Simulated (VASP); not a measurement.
# Al2Ru (I4/mmm) in VASP: a series of runs

Runs on Al2Ru. Level: LDA. Tasks: single point, relaxation of cell and atoms.

All numbers are computed with VASP 6.6.1; they aren't measurements. Logs are shortened: lines on timing, memory, paths and dates and some standing lists are left out, and cuts for length are marked.

### 1 The cell of the first run

Symmetry: I4/mmm, No. 139, tetragonal system. The conventional cell has a = 3.099 Å, b = 3.099 Å, c = 8.351 Å, α = 90.00°, β = 90.00°, γ = 90.00°. Al (site symmetry 4mm) has 5 Ru at 2.56 to 2.85 Å and 9 Al at 2.66 to 3.10 Å within 3.4 Å. Within 3.4 Å of Ru (site symmetry 4/mmm) lie 10 Al at 2.56 to 2.85 Å and 4 Ru at 3.10 Å.

### 2 Single point, LDA

Input file INCAR:

```
PREC     = Accurate       # precision mode
ENCUT    = 520            # plane-wave cutoff, eV
EDIFF    = 1E-7           # SCF threshold, eV
ISMEAR   = 0              # smearing method
SIGMA    = 0.1            # smearing width, eV
LREAL    = F              # projectors in reciprocal space
LASPH    = T              # aspherical terms in the spheres
NELM     = 100            # most SCF steps
ALGO     = Fast           # electronic algorithm
ISIF     = 2              # what is computed and relaxed
LWAVE    = F              # write WAVECAR
LCHARG   = F              # write CHGCAR
GGA      = CA             # functional
NBANDS   = 17             # bands
```

Input file KPOINTS:

```
Automatic mesh
0
Gamma
  18 18 18
```

Input file POSCAR:

```
Al2Ru
1.0
   -1.5494602064      1.5494602064      4.1753146674
    1.5494602064     -1.5494602064      4.1753146674
    1.5494602064      1.5494602064     -4.1753146674
Al Ru
2 1
Direct
    0.6590860916      0.6590860916      0.0000000000
    0.3409139084      0.3409139084      0.0000000000
    0.0000000000      0.0000000000      0.0000000000
```

Potentials or basis: VASP PAW LDA potentials, release 64 (Al, Ru_pv).

On the command line:

```bash
$ cat potpaw_LDA.64/Al/POTCAR potpaw_LDA.64/Ru_pv/POTCAR > POTCAR
$ mpirun -np 1 vasp_std > vasp.out
```

OUTCAR:

```text
PREC = Accurate
   ENCUT = 520
   EDIFF = 1E-7
   ISMEAR = 0
   LREAL = F
   LASPH = T
   NELM = 100
   ISIF = 2
   GGA = CA

 ion  position               nearest neighbor table
   1  0.659  0.659  0.000-   3 2.56   3 2.56   3 2.56   3 2.56   2 2.66   2 2.67   2 2.67   2 2.67
                             2 2.67   3 2.85
   2  0.341  0.341  0.000-   3 2.56   3 2.56   3 2.56   3 2.56   1 2.66   1 2.67   1 2.67   1 2.67
                             1 2.67   3 2.85
   3  0.000  0.000  0.000-   1 2.56   1 2.56   1 2.56   2 2.56   1 2.56   2 2.56   2 2.56   2 2.56
                             1 2.85   2 2.85

  LATTYP: Found a body centered tetragonal cell.
 ALAT       =     3.0989204128
 C/A-ratio  =     2.6946898347

  Lattice vectors:

 A1 = (  -1.5494602064,   1.5494602064,   4.1753146674)
 A2 = (   1.5494602064,  -1.5494602064,   4.1753146674)
 A3 = (   1.5494602064,   1.5494602064,  -4.1753146674)

Analysis of symmetry for initial positions (statically):
=====================================================================
 Subroutine PRICEL returns:
 Original cell was already a primitive cell.

 Routine SETGRP: Setting up the symmetry group for a
 body centered tetragonal supercell.

 Subroutine GETGRP returns: Found 16 space group operations
 (whereof 16 operations were pure point group operations)
 out of a pool of 16 trial point group operations.

The static configuration has the point symmetry D_4h.

Analysis of symmetry for dynamics (positions and initial velocities):
=====================================================================
 Subroutine PRICEL returns:
 Original cell was already a primitive cell.

 Routine SETGRP: Setting up the symmetry group for a
 body centered tetragonal supercell.

 Subroutine GETGRP returns: Found 16 space group operations
 (whereof 16 operations were pure point group operations)
 out of a pool of 16 trial point group operations.

The dynamic configuration has the point symmetry D_4h.

 Subroutine INISYM returns: Found 16 space group operations
 (whereof 16 operations are pure point group operations),
 and found     1 'primitive' translations

----------------------------------------------------------------------------------------

                                     Primitive cell

  volume of cell :      40.0968

  direct lattice vectors                    reciprocal lattice vectors
    -1.549460206  1.549460206  4.175314667     0.000000000  0.322693024  0.119751453
     1.549460206 -1.549460206  4.175314667     0.322693024  0.000000000  0.119751453
     1.549460206  1.549460206 -4.175314667     0.322693024  0.322693024  0.000000000

  length of vectors
     4.715390380  4.715390380  4.715390380     0.344196453  0.344196453  0.456356851

  position of ions in fractional coordinates (direct lattice)
     0.659086092  0.659086092  0.000000000
     0.340913908  0.340913908  0.000000000
     0.000000000  0.000000000  0.000000000

  ion indices of the primitive-cell ions
   primitive index   ion index
                 1           1
                 2           2
                 3           3

----------------------------------------------------------------------------------------

 KPOINTS: Automatic mesh

Automatic generation of k-mesh.
 Grid dimensions read from file:
 generate k-points for:   18   18   18

 Generating k-lattice:

  Cartesian coordinates                     Fractional coordinates (reciprocal lattice)
     0.000000000  0.017927390  0.006652859     0.055555556  0.000000000  0.000000000
     0.017927390  0.000000000  0.006652859     0.000000000  0.055555556  0.000000000
     0.017927390  0.017927390  0.000000000     0.000000000  0.000000000  0.055555556

  Length of vectors
     0.019122025  0.019122025  0.025353158

  Shift w.r.t. Gamma in fractional coordinates (k-lattice)
     0.000000000  0.000000000  0.000000000

 Subroutine IBZKPT returns following result:
 ===========================================

 Found    480 irreducible k-points:

 Following reciprocal coordinates:
            Coordinates               Weight
  0.000000  0.000000  0.000000      1.000000
  0.055556  0.000000 -0.000000      8.000000
  0.111111  0.000000 -0.000000      8.000000
  0.166667 -0.000000  0.000000      8.000000
  0.222222 -0.000000  0.000000      8.000000
  0.277778 -0.000000  0.000000      8.000000
[... 16 lines left out ...]
 -0.277778  0.055556 -0.000000     16.000000
 -0.222222  0.055556 -0.000000     16.000000
 [... further k-points ...]
   k-points           NKPTS =    480   k-points in BZ     NKDIM =    480   number of bands    NBANDS=     17
   number of dos      NEDOS =    301   number of ions     NIONS =      3
   total plane-waves  NPLWV =  46656
   dimension x,y,z NGX =    36 NGY =   36 NGZ =   36
   dimension x,y,z NGXF=    72 NGYF=   72 NGZF=   72
   ions per type =               2   1
   NGX,Y,Z   is equivalent  to a cutoff of  12.69, 12.69, 12.69 a.u.
   NGXF,Y,Z  is equivalent  to a cutoff of  25.38, 25.38, 25.38 a.u.
 SYSTEM =  unknown system
   PREC   = accura    normal or accurate (medium, high low for compatibility)
   ISTART =      0    job   : 0-new  1-cont  2-samecut
   ICHARG =      2    charge: 1-file 2-atom 10-const
   ISPIN  =      1    spin polarized calculation?
   LNONCOLLINEAR =      F non collinear calculations
   LSORBIT =      F    spin-orbit coupling
   LASPH  =      T    aspherical Exc in radial PAW
   ENCUT  =  520.0 eV  38.22 Ry    6.18 a.u.   8.77  8.77  8.77*2*pi/ulx,y,z
   NELM   =    100;   NELMIN=  2; NELMDL= -5     # of ELM steps
   EDIFF  = 0.1E-06   stopping-criterion for ELM
   LREAL  =      F    real-space projection
   EDIFFG = 0.1E-05   stopping-criterion for IOM
   NSW    =      0    number of steps for IOM
   IBRION =     -1    ionic relax: 0-MD 1-quasi-New 2-CG
   NFREE  =      0    steps in history (QN), initial steepest desc. (CG)
   ISIF   =      2    stress and relaxation
   ISYM   =      2    0-nonsym 1-usesym 2-fastsym
   POTIM  = 0.5000    time-step for ionic-motion
   TEBEG  =    0.0;   TEEND  =   0.0 temperature during run
   PSTRESS=    0.0 pullay stress
   NELECT =      20.0000    total number of electrons
   NUPDOWN=      -1.0000    fix difference up-down
   EMIN   =  10.00;   EMAX   =-10.00  energy-range for DOS
   EFERMI =   0.00;   METHOD = LEGACY
   ISMEAR =     0;   SIGMA  =   0.10  broadening in eV -4-tet -1-fermi 0-gaus
   EFERMI_NEDOS =   21; number of points for ismear=-14 and -15
   IALGO  =     68    algorithm
   IMIX   =      4    mixing-type and parameters
     AMIX     =   0.40;   BMIX     =  1.00
     AMIX_MAG =   1.60;   BMIX_MAG =  1.00
  volume/ion in A,a.u.               =      13.37        90.20
  Fermi-wavevector in a.u.,A,eV,Ry     =   1.298319  2.453468 22.934426  1.685633
  Thomas-Fermi vector in A             =   2.429655
   LORBIT       =      0    0 simple, 1 ext, 2 COOP (PROOUT), +10 PAW based schemes
   GGA     = CA    functional components
   LHFCALC =     F    Hartree Fock is set to
   AEXX    =    0.0000 exact exchange contribution
   IVDW    =     0    specifies the selected vdW correction
   LEPSILON=     F    determine dielectric tensor
   LRPA    =     F    only Hartree local field effects (RPA)
 non-spin polarized calculation
 RMM-DIIS sequential band-by-band and
 Gauss-broadening in eV      SIGMA  =   0.10
  energy-cutoff  :      520.00
  volume of cell :       40.10
 maximum number of plane-waves:      1098
   NGX = 17   NGY = 17   NGZ = 17

 number of electron      20.0000001 magnetization

 Free energy of the ion-electron system (eV)
  ---------------------------------------------------
  ext. energy  EPLUGINS =         0.00000000
  ---------------------------------------------------
  free energy    TOTEN  =       -21.10569323 eV

  energy without entropy =      -21.10427073  energy(sigma->0) =      -21.10498198

 E-fermi :  10.7656     XC(G=0): -12.2406

 val. band max:       10.7439478433   @ k =   0.5000   0.5000   0.1667
 cond. band min:      10.7745194295   @ k =  -0.2778   0.1667   0.0556
 fundamental gap:      0.0305715862
 Fermi energy:        10.7656452856

 k-point     1 :       0.0000    0.0000    0.0000
  band No.  band energies     occupation
      1     -31.7082      2.00000
      2     -31.7082      2.00000
      3     -31.6300      2.00000
      4      -0.3062      2.00000
      5       5.1975      2.00000
      6       6.7824      2.00000
[... 9 lines left out ...]
     16      17.0889      0.00000
     17      18.5681      0.00000

 k-point     2 :       0.0556    0.0000   -0.0000
  band No.  band energies     occupation
      1     -31.7127      2.00000
      2     -31.7078      2.00000
      3     -31.6296      2.00000
      4      -0.2472      2.00000
      5       5.2256      2.00000
      6       6.8042      2.00000
[... 9 lines left out ...]
     16      17.3498      0.00000
     17      19.1052      0.00000

 k-point     3 :       0.1111    0.0000   -0.0000
  band No.  band energies     occupation
      1     -31.7256      2.00000
      2     -31.7067      2.00000
      3     -31.6283      2.00000
      4      -0.0711      2.00000
      5       5.3049      2.00000
      6       6.8630      2.00000
[... 9 lines left out ...]
     16      17.8563      0.00000
     17      20.2008      0.00000

 k-point     4 :       0.1667   -0.0000    0.0000
  band No.  band energies     occupation
      1     -31.7453      2.00000
      2     -31.7050      2.00000
      3     -31.6265      2.00000
      4       0.2183      2.00000
      5       5.4181      2.00000
      6       6.9273      2.00000
[... 9 lines left out ...]
     16      18.5355      0.00000
     17      21.4053      0.00000
[... 343 lines left out ...]
      1     -31.8184      2.00000
      2     -31.7029      2.00000
      3     -31.6188      2.00000
      4       1.6723      2.00000
      5       5.5366      2.00000
      6       6.5159      2.00000
[... 9 lines left out ...]
     16      20.1623      0.00000
     17      20.7734      0.00000

 k-point    23 :      -0.2778    0.0556   -0.0000
  band No.  band energies     occupation
      1     -31.7945      2.00000
      2     -31.7050      2.00000
      3     -31.6211      2.00000
      4       1.1002      2.00000
      5       5.7375      2.00000
      6       6.6172      2.00000
[... 9 lines left out ...]
     16      19.6050      0.00000
     17      21.2091      0.00000

 k-point    24 :      -0.2222    0.0556   -0.0000
  band No.  band energies     occupation
      1     -31.7690      2.00000
      2     -31.7073      2.00000
      3     -31.6236      2.00000
      4       0.6170      2.00000
      5       5.6965      2.00000
      6       6.8742      2.00000
[... 9 lines left out ...]
     16      19.0653      0.00000
     17      21.8194      0.00000

 [... further k-points ...]
[... 5 lines left out ...]
  --------------------------------------------------------------------------------------
  -------------------------------------------------------------------------------------
  Total        0.1101848      0.1101848      0.1249181      0.0000000      0.0000000      0.0000000
  in kB        4.4027320      4.4027320      4.9914397      0.0000000      0.0000000      0.0000000
  external PRESSURE =       4.5989679 kB  Pullay stress =       0.0000000 kB

 VOLUME and BASIS-vectors are now :
 -----------------------------------------------------------------------------
  energy-cutoff  :      520.00
  volume of cell :       40.10
      direct lattice vectors                 reciprocal lattice vectors
    -1.549460206  1.549460206  4.175314667     0.000000000  0.322693024  0.119751453
     1.549460206 -1.549460206  4.175314667     0.322693024  0.000000000  0.119751453
     1.549460206  1.549460206 -4.175314667     0.322693024  0.322693024  0.000000000

 POSITION                                       TOTAL-FORCE (eV/Angst)
 -----------------------------------------------------------------------------------
      0.00000      0.00000      5.50378        -0.000000     -0.000000      0.015689
      0.00000      0.00000      2.84685         0.000000      0.000000     -0.015689
      0.00000      0.00000      0.00000         0.000000      0.000000     -0.000000
 -----------------------------------------------------------------------------------
    total drift:                               -0.000000     -0.000000      0.000000

  FREE ENERGIE OF THE ION-ELECTRON SYSTEM (eV)
  ---------------------------------------------------
  free  energy   TOTEN  =       -21.1056932303 eV

  energy  without entropy=      -21.1042707263  energy(sigma->0) =      -21.10498198
```

It took 8.4 min on 1 thread of Intel Xeon Platinum 8488C (Sapphire Rapids), shared host; peak memory 0.42 GiB.

Results:

* Free energy: -21.1057 eV
* Pressure: 0.5 GPa
* Largest force: 0.016 eV/Å
* Band gap on the k mesh: zero (bands 10 and 11 overlap by 0.21 eV)

Forces on the atoms (eV/Å):
```
Al   0.000  0.000  0.016
Al   0.000  0.000 -0.016
Ru   0.000  0.000  0.000
```

### 3 Relaxation of cell and atoms, LDA

This run uses another cell than the first one, of 13.71 Å³/atom.

Input file INCAR:

```
PREC = Accurate
ENCUT = 600
EDIFF = 1E-6
ISMEAR = 0
SIGMA = 0.1
LREAL = F
LASPH = T
NELM = 60
ALGO = Fast
ISIF = 3
LWAVE = F
LCHARG = F
GGA = CA
IBRION = 2
NSW = 100
EDIFFG = -0.005
```

KPOINTS is that of step 2.

Input file POSCAR:

```
Al2Ru
1.0
   -1.5604216200      1.5604216200      4.2218055900
    1.5604216200     -1.5604216200      4.2218055900
    1.5604216200      1.5604216200     -4.2218055900
Al Ru
2 1
Direct
    0.6592021900      0.6592021900      0.0000000000
    0.3407978100      0.3407978100      0.0000000000
    0.0000000000      0.0000000000      0.0000000000
```

Potentials or basis: VASP PAW LDA potentials, release 64 (Al, Ru_pv).

On the command line:

```bash
$ cat potpaw_LDA.64/Al/POTCAR potpaw_LDA.64/Ru_pv/POTCAR > POTCAR
$ mpirun -np 1 vasp_std > vasp.out
```

OUTCAR:

```text
PREC = Accurate
   ENCUT = 600
   EDIFF = 1E-6
   ISMEAR = 0
   LREAL = F
   LASPH = T
   NELM = 60
   ISIF = 3
   GGA = CA
   IBRION = 2
   NSW = 100
   EDIFFG = -0.005

 ion  position               nearest neighbor table
   1  0.659  0.659  0.000-   3 2.58   3 2.58   3 2.58   3 2.58   2 2.69   2 2.69   2 2.69   2 2.69
                             2 2.69   3 2.88
   2  0.341  0.341  0.000-   3 2.58   3 2.58   3 2.58   3 2.58   1 2.69   1 2.69   1 2.69   1 2.69
                             1 2.69   3 2.88
   3  0.000  0.000  0.000-   1 2.58   1 2.58   1 2.58   2 2.58   1 2.58   2 2.58   2 2.58   2 2.58
                             1 2.88   2 2.88

  LATTYP: Found a body centered tetragonal cell.
 ALAT       =     3.1208432400
 C/A-ratio  =     2.7055544065

  Lattice vectors:

 A1 = (  -1.5604216200,   1.5604216200,   4.2218055900)
 A2 = (   1.5604216200,  -1.5604216200,   4.2218055900)
[... 495 lines left out ...]
  band No.  band energies     occupation
      1     -31.7348      2.00000
      2     -31.7348      2.00000
      3     -31.6568      2.00000
      4      -0.3215      2.00000
      5       5.1822      2.00000
      6       6.7664      2.00000
      7       8.6703      2.00000
      8       8.6703      2.00000
      9       8.7974      2.00000
     10       9.7361      2.00000
     11      13.2336      0.00000
     12      15.4250      0.00000
     13      16.8696      0.00000
     14      16.8696      0.00000
[... 377 lines left out ...]
      1     -31.7951      2.00000
      2     -31.7340      2.00000
      3     -31.6505      2.00000
      4       0.6000      2.00000
      5       5.6791      2.00000
      6       6.8546      2.00000
      7       7.1484      2.00000
      8       8.6001      2.00000
      9       8.8650      2.00000
     10       9.7304      2.00000
     11      12.9541      0.00000
     12      13.8846      0.00000
     13      14.7670      0.00000
     14      16.1698      0.00000

 [... further k-points ...]
[... 5 lines left out ...]
  --------------------------------------------------------------------------------------
  -------------------------------------------------------------------------------------
  Total       -0.0016235     -0.0016235      0.0059372      0.0000000      0.0000000     -0.0000000
  in kB       -0.0647341     -0.0647341      0.2367375      0.0000000      0.0000000     -0.0000000
  external PRESSURE =       0.0357564 kB  Pullay stress =       0.0000000 kB
[... 18 lines left out ...]
  FREE ENERGIE OF THE ION-ELECTRON SYSTEM (eV)
  ---------------------------------------------------
  free  energy   TOTEN  =       -21.1062279862 eV

  energy  without entropy=      -21.1048022603  energy(sigma->0) =      -21.10551512

 reached required accuracy - stopping structural energy minimisation
```

OSZICAR:

```text
N       E                     dE             d eps       ncg     rms          rms(c)
DAV:   1     0.131447555582E+03    0.13145E+03   -0.11614E+04 13648   0.149E+03
[... 74 lines left out ...]
       N       E                     dE             d eps       ncg     rms          rms(c)
DAV:   1    -0.211067801586E+02   -0.58257E-03   -0.77673E-03 14628   0.109E+00    0.204E-01
RMM:   2    -0.211064620715E+02    0.31809E-03   -0.42766E-03 13440   0.551E-01    0.126E-01
RMM:   3    -0.211062311444E+02    0.23093E-03   -0.52298E-04 13440   0.214E-01    0.185E-02
RMM:   4    -0.211062292971E+02    0.18473E-05   -0.49126E-05 12528   0.408E-02    0.789E-03
RMM:   5    -0.211062278158E+02    0.14813E-05   -0.53603E-06 11100   0.206E-02    0.396E-03
RMM:   6    -0.211062279862E+02   -0.17040E-06   -0.77778E-07  8084   0.711E-03
   9 F= -.21106228E+02 E0= -.21105515E+02  d E =-.907911E-05
```

It took 35 min on 1 thread of Intel Xeon Platinum 8488C (Sapphire Rapids), shared host; peak memory 0.5 GiB.

What came out:

```yaml
Free_energy: -21.1062 eV
Relaxed_volume: 13.39 Å³/atom
Relaxed_cell: a = 4.718 Å, b = 4.718 Å, c = 4.718 Å, α = 141.63°, β = 141.63°, γ = 55.39°
Space_group_after_relaxing_to_0.1_Å: I4/mmm (No. 139)
Energy_gained_by_relaxing: 4.4 meV/atom
Ionic_steps: 9
Pressure_after_relaxing: 0.0 GPa
Band_gap_on_the_k_mesh: zero (bands 10 and 11 overlap by 0.21 eV)
```

The path:
| step | energy change (eV) | largest force (eV/Å) | pressure (GPa) | volume (Å³) |
| --- | --- | --- | --- | --- |
| 1 | 0.0000 | 0.1239 | -4.21 | 41.12 |
| 2 | 0.0102 | 0.2307 | 6.23 | 39.01 |
| 3 | -0.0131 | 0.0203 | 0.02 | 40.20 |
| 4 | -0.0131 | 0.0168 | -0.05 | 40.22 |
| 5 | -0.0132 | 0.0100 | -0.11 | 40.21 |
| 6 | -0.0132 | 0.0045 | -0.11 | 40.21 |
| 7 | -0.0132 | 0.0002 | -0.12 | 40.21 |
| 8 | -0.0132 | 0.0013 | 0.20 | 40.14 |
| 9 | -0.0132 | 0.0005 | 0.00 | 40.18 |

Final structure:
```
Al Ru
1.0
    -1.55067    1.55067    4.17760
     1.55067   -1.55067    4.17760
     1.55067    1.55067   -4.17760
Al Ru
2 1
Cartesian
  0.0000 0.0000 5.5073
  0.0000 0.0000 2.8479
  0.0000 0.0000 0.0000
```

The gap in the log of VASP goes by the Fermi energy; the results here count the filled bands.